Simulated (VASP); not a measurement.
# Li2MoN2 (I4/mmm) in VASP: further runs

Li2MoN2 is run at these levels: PBE; tasks: single point, relaxation of cell and atoms.

All numbers are computed with VASP 6.6.1; they aren't measurements. Logs are shortened: lines on timing, memory, paths and dates and some standing lists are left out, and cuts for length are marked.

## 1. The cell of the first run

It takes space group I4/mmm (No. 139, tetragonal). The conventional cell has a = 2.787 Å, b = 2.787 Å, c = 10.220 Å, α = 90.00°, β = 90.00°, γ = 90.00°. Within 2.6 Å of Li (site symmetry -4m2) lie 4 N at 1.96 Å and 4 Li at 1.97 Å. Mo (site symmetry 4/mmm) has 8 N at 2.30 Å and 4 Mo at 2.79 Å and 8 Li at 2.91 Å within 3.0 Å. Within 2.6 Å of N (site symmetry 4mm) lie 4 Li at 1.96 Å and 4 Mo at 2.30 Å and 1 N at 2.36 Å.

## 2. Single point, PBE

The input, INCAR:

```
PREC     = Accurate       # precision mode
ENCUT    = 520            # plane-wave cutoff, eV
EDIFF    = 1E-6           # SCF threshold, eV
ISMEAR   = 0              # smearing method
SIGMA    = 0.1            # smearing width, eV
LREAL    = False          # projectors in reciprocal space
LASPH    = True           # aspherical terms in the spheres
NELM     = 80             # most SCF steps
ALGO     = Normal         # electronic algorithm
ISIF     = 2              # what is computed and relaxed
LWAVE    = False          # write WAVECAR
LCHARG   = True           # write CHGCAR
GGA      = PE             # functional
LELF     = True           # ELF
LVHAR    = True         
NBANDS   = 23             # bands
```

The input, KPOINTS:

```
regular mesh
0
Gamma
  8 8 8
```

The input, POSCAR:

```
Li2MoN2
1.0
   -1.3936416819      1.3936416819      5.1100863322
    1.3936416819     -1.3936416819      5.1100863322
    1.3936416819      1.3936416819     -5.1100863322
Li Mo N
2 1 2
Direct
    0.2500000000      0.7500000000      0.5000000000
    0.7500000000      0.2500000000      0.5000000000
    0.0000000000      0.0000000000      0.0000000000
    0.6153842413      0.6153842413      0.0000000000
    0.3846157587      0.3846157587      0.0000000000
```

Potentials or basis: VASP PAW PBE potentials, release 64 (Li_sv, Mo_sv, N).

Run with:

```sh
cat potpaw_PBE.64/Li_sv/POTCAR potpaw_PBE.64/Mo_sv/POTCAR potpaw_PBE.64/N/POTCAR > POTCAR
mpirun -np 1 vasp_std > vasp.out
```

OUTCAR:

```text
PREC = Accurate
   ENCUT = 520
   EDIFF = 1E-6
   ISMEAR = 0
   LREAL = False
   LASPH = True
   NELM = 80
   ISIF = 2
   GGA = PE

 ion  position               nearest neighbor table
   1  0.250  0.750  0.500-   5 1.96   4 1.96   5 1.96   4 1.96   2 1.97   2 1.97   2 1.97   2 1.97
                             3 2.91   3 2.91   3 2.91   3 2.91
   2  0.750  0.250  0.500-   5 1.96   4 1.96   5 1.96   4 1.96   1 1.97   1 1.97   1 1.97   1 1.97
                             3 2.91   3 2.91   3 2.91   3 2.91
   3  0.000  0.000  0.000-   4 2.30   4 2.30   4 2.30   5 2.30   4 2.30   5 2.30   5 2.30   5 2.30
                             1 2.91   2 2.91   2 2.91   1 2.91   2 2.91   1 2.91   1 2.91   2 2.91
   4  0.615  0.615  0.000-   1 1.96   2 1.96   1 1.96   2 1.96   3 2.30   3 2.30   3 2.30   3 2.30

   5  0.385  0.385  0.000-   1 1.96   2 1.96   1 1.96   2 1.96   3 2.30   3 2.30   3 2.30   3 2.30

  LATTYP: Found a body centered tetragonal cell.
 ALAT       =     2.7872833638
 C/A-ratio  =     3.6667146215

  Lattice vectors:

 A1 = (  -1.3936416819,   1.3936416819,   5.1100863322)
 A2 = (   1.3936416819,  -1.3936416819,   5.1100863322)
 A3 = (   1.3936416819,   1.3936416819,  -5.1100863322)

Analysis of symmetry for initial positions (statically):
=====================================================================
 Subroutine PRICEL returns:
 Original cell was already a primitive cell.

 Routine SETGRP: Setting up the symmetry group for a
 body centered tetragonal supercell.

 Subroutine GETGRP returns: Found 16 space group operations
 (whereof 16 operations were pure point group operations)
 out of a pool of 16 trial point group operations.

The static configuration has the point symmetry D_4h.

Analysis of symmetry for dynamics (positions and initial velocities):
=====================================================================
 Subroutine PRICEL returns:
 Original cell was already a primitive cell.

 Routine SETGRP: Setting up the symmetry group for a
 body centered tetragonal supercell.

 Subroutine GETGRP returns: Found 16 space group operations
 (whereof 16 operations were pure point group operations)
 out of a pool of 16 trial point group operations.

The dynamic configuration has the point symmetry D_4h.

 Subroutine INISYM returns: Found 16 space group operations
 (whereof 16 operations are pure point group operations),
 and found     1 'primitive' translations

----------------------------------------------------------------------------------------

[... 102 lines left out ...]
   IBRION =     -1    ionic relax: 0-MD 1-quasi-New 2-CG
   NFREE  =      0    steps in history (QN), initial steepest desc. (CG)
   ISIF   =      2    stress and relaxation
   ISYM   =      2    0-nonsym 1-usesym 2-fastsym
   POTIM  = 0.5000    time-step for ionic-motion
   TEBEG  =    0.0;   TEEND  =   0.0 temperature during run
   PSTRESS=    0.0 pullay stress
   NELECT =      30.0000    total number of electrons
   NUPDOWN=      -1.0000    fix difference up-down
   EMIN   =  10.00;   EMAX   =-10.00  energy-range for DOS
   EFERMI =   0.00;   METHOD = LEGACY
   ISMEAR =     0;   SIGMA  =   0.10  broadening in eV -4-tet -1-fermi 0-gaus
   EFERMI_NEDOS =   21; number of points for ismear=-14 and -15
   IALGO  =     38    algorithm
   IMIX   =      4    mixing-type and parameters
     AMIX     =   0.40;   BMIX     =  1.00
     AMIX_MAG =   1.60;   BMIX_MAG =  1.00
  volume/ion in A,a.u.               =       7.94        53.58
  Fermi-wavevector in a.u.,A,eV,Ry     =   1.491140  2.817846 30.252534  2.223499
  Thomas-Fermi vector in A             =   2.603833
   LORBIT       =      0    0 simple, 1 ext, 2 COOP (PROOUT), +10 PAW based schemes
   GGA     = PE    functional components
   LHFCALC =     F    Hartree Fock is set to
   AEXX    =    0.0000 exact exchange contribution
   IVDW    =     0    specifies the selected vdW correction
   LEPSILON=     F    determine dielectric tensor
   LRPA    =     F    only Hartree local field effects (RPA)
 non-spin polarized calculation
 Gauss-broadening in eV      SIGMA  =   0.10
  energy-cutoff  :      520.00
  volume of cell :       39.70
 maximum number of plane-waves:      1088
 NGX is ok and might be reduce to    42
   NGX = 21   NGY = 21   NGZ = 21

 number of electron      29.9999996 magnetization

 Free energy of the ion-electron system (eV)
  ---------------------------------------------------
  ext. energy  EPLUGINS =         0.00000000
  ---------------------------------------------------
  free energy    TOTEN  =       -32.40103043 eV

  energy without entropy =      -32.39800528  energy(sigma->0) =      -32.39951785

 E-fermi :   9.1419     XC(G=0): -12.5148

 val. band max:        9.1002907456   @ k =   0.3750   0.2500   0.1250
 cond. band min:       9.1513775009   @ k =  -0.3750  -0.3750   0.2500
 fundamental gap:      0.0510867554
 Fermi energy:         9.1418726719

 k-point     1 :       0.0000    0.0000    0.0000
  band No.  band energies     occupation
      1     -52.7216      2.00000
      2     -36.6529      2.00000
      3     -35.8724      2.00000
      4     -26.6988      2.00000
      5     -26.3972      2.00000
      6     -26.3972      2.00000
[... 613 lines left out ...]
     22      20.0964      0.00000
     23      21.4774      0.00000

 [... further k-points ...]

------------------------ aborting loop because EDIFF is reached ----------------------------------------

  FORCE on cell =-STRESS in cart. coord.  units (eV):
  Direction    XX          YY          ZZ          XY          YZ          ZX
  --------------------------------------------------------------------------------------
  -------------------------------------------------------------------------------------
  Total        0.1439891      0.1439891      0.1836080      0.0000000      0.0000000     -0.0000000
  in kB        5.8109853      5.8109853      7.4098886      0.0000000      0.0000000     -0.0000000
  external PRESSURE =       6.3439530 kB  Pullay stress =       0.0000000 kB

 VOLUME and BASIS-vectors are now :
 -----------------------------------------------------------------------------
  energy-cutoff  :      520.00
  volume of cell :       39.70
      direct lattice vectors                 reciprocal lattice vectors
    -1.393641682  1.393641682  5.110086332     0.000000000  0.358772277  0.097845705
     1.393641682 -1.393641682  5.110086332     0.358772277  0.000000000  0.097845705
     1.393641682  1.393641682 -5.110086332     0.358772277  0.358772277  0.000000000

 POSITION                                       TOTAL-FORCE (eV/Angst)
 -----------------------------------------------------------------------------------
      1.39364      0.00000      2.55504         0.000000      0.000000      0.000000
      0.00000      1.39364      2.55504         0.000000      0.000000      0.000000
      0.00000      0.00000      0.00000         0.000000      0.000000      0.000000
      0.00000      0.00000      6.28933        -0.000000     -0.000000     -0.024789
      0.00000      0.00000      3.93084        -0.000000     -0.000000      0.024789
 -----------------------------------------------------------------------------------
    total drift:                               -0.000000     -0.000000      0.000000

  FREE ENERGIE OF THE ION-ELECTRON SYSTEM (eV)
  ---------------------------------------------------
  free  energy   TOTEN  =       -32.4010304308 eV

  energy  without entropy=      -32.3980052787  energy(sigma->0) =      -32.39951785
```

OSZICAR:

```text
N       E                     dE             d eps       ncg     rms          rms(c)
DAV:   1     0.217257024117E+03    0.21726E+03   -0.15739E+04  2722   0.143E+03
DAV:   2    -0.265696775214E+02   -0.24383E+03   -0.23214E+03  3194   0.392E+02
DAV:   3    -0.418489793424E+02   -0.15279E+02   -0.15030E+02  4667   0.792E+01
DAV:   4    -0.426817284037E+02   -0.83275E+00   -0.83085E+00  3467   0.155E+01
DAV:   5    -0.426909419181E+02   -0.92135E-02   -0.92127E-02  3897   0.169E+00    0.293E+01
DAV:   6    -0.343812572300E+02    0.83097E+01   -0.36722E+01  3218   0.423E+01    0.119E+01
DAV:   7    -0.328211507445E+02    0.15601E+01   -0.15697E+01  3157   0.248E+01    0.653E+00
DAV:   8    -0.324039716361E+02    0.41718E+00   -0.13953E+00  3260   0.832E+00    0.148E+00
DAV:   9    -0.324009483206E+02    0.30233E-02   -0.42394E-02  3120   0.139E+00    0.568E-01
DAV:  10    -0.324008708646E+02    0.77456E-04   -0.73230E-03  3710   0.581E-01    0.152E-01
DAV:  11    -0.324010006432E+02   -0.12978E-03   -0.88888E-04  3260   0.191E-01    0.509E-02
DAV:  12    -0.324010312962E+02   -0.30653E-04   -0.58257E-05  3161   0.549E-02    0.177E-02
DAV:  13    -0.324010304308E+02    0.86540E-06   -0.65198E-06  3320   0.190E-02
   1 F= -.32401030E+02 E0= -.32399518E+02  d E =-.302515E-02
```

stdout:

```text
POSCAR found type information on POSCAR LiMoN
 POSCAR found :  3 types and       5 ions
 scaLAPACK will be used
 LDA part: xc-table for (Slater+PW92), standard interpolation
 POSCAR, INCAR and KPOINTS ok, starting setup
 FFT: planning ... GRIDC
 FFT: planning ... GRID_SOFT
 FFT: planning ... GRID
 WAVECAR not read
 entering main loop
```

It took 76 s on 1 thread of AMD EPYC 9R45 (Zen 5), shared host; peak memory 0.25 GiB.

Results:

```yaml
Free_energy: -32.4010 eV
Largest_force: 0.025 eV/Å
Band_gap_on_the_k_mesh: zero (bands 15 and 16 overlap by 0.17 eV)
```

Forces on the atoms (eV/Å):
```
Li   0.000  0.000  0.000
Li   0.000  0.000  0.000
Mo   0.000  0.000  0.000
N    0.000  0.000 -0.025
N    0.000  0.000  0.025
```

Levels at points of the mesh, in eV from the Fermi level:
| k point | band 12 | band 13 | band 14 | band 15 | band 16 | band 17 | band 18 | band 19 |
| --- | --- | --- | --- | --- | --- | --- | --- | --- |
| (0.00, 0.00, 0.00) | -2.95 | -1.04 | -1.04 | -0.74 | 0.76 | 1.85 | 3.84 | 3.84 |
| (0.50, 0.00, 0.00) | -3.58 | -2.90 | -1.99 | -0.40 | 0.92 | 2.55 | 2.92 | 3.87 |
| (0.50, 0.50, 0.00) | -4.26 | -4.02 | -1.69 | -0.57 | 3.72 | 3.93 | 4.18 | 4.28 |
| (0.50, 0.50, 0.50) | -2.62 | -1.82 | -1.57 | -1.57 | 0.43 | 1.85 | 4.22 | 4.22 |

Caveat: the cutoff is under 1.25 times the usual one of these potentials, so pressure, stress and relaxed cells hold a basis-set (Pulay) error.

## 3. Relaxation of cell and atoms, PBE

This run uses another cell than the first one, of 10.40 Å³/atom.

The input, INCAR:

```
SYSTEM = Li2MoN2
  PREC = Accurate
  ENCUT = 600
  EDIFF = 1E-7
  ISMEAR = 0
  SIGMA = 0.1
  LREAL = .FALSE.
  LASPH = .TRUE.
  NELM = 100
  ALGO = Normal
  ISIF = 3
  LWAVE = .FALSE.
  LCHARG = .FALSE.
  GGA = PE
  IBRION = 2
  NSW = 90
  EDIFFG = -0.04
```

The input, KPOINTS:

```
Automatic mesh
0
G
  8 8 8
  0 0 0
```

The input, POSCAR:

```
Li2MoN2
1.0
   -1.7047393920      1.7047393920      4.4728310781
    1.7047393920     -1.7047393920      4.4728310781
    1.7047393920      1.7047393920     -4.4728310781
Li Mo N
2 1 2
Direct
    0.2500000000      0.7500000000      0.5000000000
    0.7500000000      0.2500000000      0.5000000000
    0.0000000000      0.0000000000      0.0000000000
    0.6260000000      0.6260000000      0.0000000000
    0.3740000000      0.3740000000      0.0000000000
```

Potentials or basis: VASP PAW PBE potentials, release 64 (Li_sv, Mo_sv, N).

Run with:

```sh
cat potpaw_PBE.64/Li_sv/POTCAR potpaw_PBE.64/Mo_sv/POTCAR potpaw_PBE.64/N/POTCAR > POTCAR
mpirun -np 1 vasp_std > vasp.out
```

Run time: 8.2 min. Hardware: 1 thread of AMD EPYC 9R45 (Zen 5), shared host; peak memory 0.31 GiB.

Results (log left out):

```
Free energy                           : -32.4344 eV
Relaxed volume                        : 7.96 Å³/atom
Relaxed cell                          : a = 5.471 Å, b = 5.471 Å, c = 5.471 Å, α = 150.44°, β = 150.44°, γ = 42.30°
Space group after relaxing (to 0.1 Å) : I4/mmm (No. 139)
Energy gained by relaxing             : 779.0 meV/atom
Ionic steps                           : 9
Pressure after relaxing               : -0.1 GPa
Largest force after relaxing          : 0.013 eV/Å
Band gap on the k mesh                : zero (bands 15 and 16 overlap by 0.19 eV)
```

Forces in eV/Å, atoms in the order of the input:
```
Li   0.000  0.000  0.000
Li   0.000  0.000  0.000
Mo   0.000  0.000  0.000
N    0.000  0.000 -0.013
N    0.000  0.000  0.013
```

Stress tensor (GPa, compression positive):
```
-0.52  0.00  0.00
 0.00 -0.52  0.00
 0.00  0.00  0.79
```

The path:
| step | energy change (eV) | largest force (eV/Å) | pressure (GPa) | volume (Å³) |
| --- | --- | --- | --- | --- |
| 1 | 0.0000 | 0.5735 | -25.91 | 51.99 |
| 2 | -2.4912 | 0.3526 | -1.44 | 40.13 |
| 3 | -2.7593 | 0.1349 | 17.94 | 36.85 |
| 4 | -3.3313 | 1.2649 | 32.22 | 35.49 |
| 5 | -3.5779 | 0.9291 | 25.00 | 36.03 |
| 6 | -3.8254 | 0.2972 | -9.97 | 41.82 |
| 7 | -3.8883 | 0.4425 | -0.92 | 39.86 |
| 8 | -3.8941 | 0.1557 | 0.25 | 39.75 |
| 9 | -3.8952 | 0.0134 | -0.09 | 39.78 |

Final structure:
```cif
data_structure
_symmetry_space_group_name_H-M 'P 1'
_symmetry_Int_Tables_number 1
_cell_length_a 5.4715
_cell_length_b 5.4715
_cell_length_c 5.4715
_cell_angle_alpha 150.435
_cell_angle_beta 150.435
_cell_angle_gamma 42.303
_cell_volume 39.78
loop_
_atom_site_label
_atom_site_type_symbol
_atom_site_fract_x
_atom_site_fract_y
_atom_site_fract_z
_atom_site_occupancy
Li1 Li 0.25000 0.75000 0.50000 1
Li2 Li 0.75000 0.25000 0.50000 1
Mo1 Mo 0.00000 0.00000 0.00000 1
N1 N 0.61546 0.61546 0.00000 1
N2 N 0.38454 0.38454 0.00000 1
```

Levels at points of the mesh, in eV from the Fermi level:
```csv
k point,band 13,band 14,band 15,band 16,band 17,band 18
"(0.00, 0.00, 0.00)",-1.05,-1.05,-0.70,0.77,1.82,3.82
"(0.50, 0.00, 0.00)",-2.88,-1.97,-0.41,0.90,2.53,2.90
"(0.50, 0.50, 0.00)",-4.02,-1.67,-0.57,3.69,3.93,4.18
"(0.50, 0.50, 0.50)",-1.81,-1.58,-1.58,0.42,1.82,4.20
```

Caveat: the cutoff is under 1.25 times the usual one of these potentials, so pressure, stress and relaxed cells hold a basis-set (Pulay) error; the volume moved by over 15 % at a fixed basis, so the end points are rough.

The gap in the log of VASP goes by the Fermi energy; the results here count the filled bands.